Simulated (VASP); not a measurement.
# InSb: electric field gradients with LDA

The system is InSb.

```
CELL_PARAMETERS angstrom
5.42749 0.00000 0.00000
0.00000 5.78717 0.00000
0.00000 0.00000 3.10331
ATOMIC_POSITIONS crystal
In 0.00000 0.00000 0.00000
In 0.50000 0.50000 0.00000
Sb 0.50000 0.00000 0.83500
Sb 0.00000 0.50000 0.16500
```

This cell differs from its parent crystal: volume scaled by 1.04.

| Property | Result |
| --- | --- |
| Program | VASP 6.6.1 |
| Task | electric field gradients |
| Functional | LDA |
| Potentials or basis | VASP PAW LDA potentials, release 64 (In_d, Sb) |
| Cutoff | 520 eV |
| k mesh | 6 × 6 × 11 |
| Occupations | fermi-dirac, width 0.08 eV |
| Spin | no spin polarisation |
| Dipole correction | no |
| Further INCAR settings | ALGO = Normal; EDIFF = 1e-08; NBANDS = 26 |

The pressure is 7.8 GPa. The largest force is 0.513 eV/Å and the band gap on the k mesh is zero (band 18 reaches 10.36 eV, above the bottom of band 19 at 7.25 eV).

Forces in eV/Å, atoms in the order of the input:
```
In   0.000  0.000  0.221
In   0.000  0.000 -0.221
Sb   0.000  0.000 -0.513
Sb   0.000  0.000  0.513
```

Stress tensor (GPa, compression positive):
```
17.44  0.00  0.00
 0.00  5.21  0.00
 0.00  0.00  0.87
```

Levels at points of the mesh, in eV from the Fermi level:
```csv
k point,band 15,band 16,band 17,band 18,band 19,band 20,band 21,band 22
"(0.00, 0.00, 0.00)",-5.49,-2.83,-2.82,-2.08,3.20,4.13,4.16,6.11
"(0.50, 0.00, 0.00)",-4.22,-4.22,0.96,0.96,4.09,4.09,4.49,4.49
"(0.00, 0.50, 0.00)",-4.42,-4.42,-0.35,-0.35,3.68,3.68,4.34,4.34
"(0.50, 0.50, 0.00)",-0.40,-0.40,1.32,1.32,2.38,2.38,2.59,2.59
```

Electric field gradients, principal values (V/Å²):
```
atom    least   middle  greatest (by size)
1 In   11.756   70.834             -82.590
2 In   11.756   70.834             -82.590
3 Sb  -75.174  -80.290             155.463
4 Sb  -75.174  -80.290             155.463
```

It took 120 s on 1 thread of AMD EPYC 9R45 96-Core Processor (Zen 5), with other jobs on the host, peak memory 0.29 GiB.

Caveat: without QUAD_EFG the Cq values of the log hold for a quadrupole moment of 1 mb, not for the nuclei; spin-orbit coupling is left out, which moves the levels of the heavy elements.
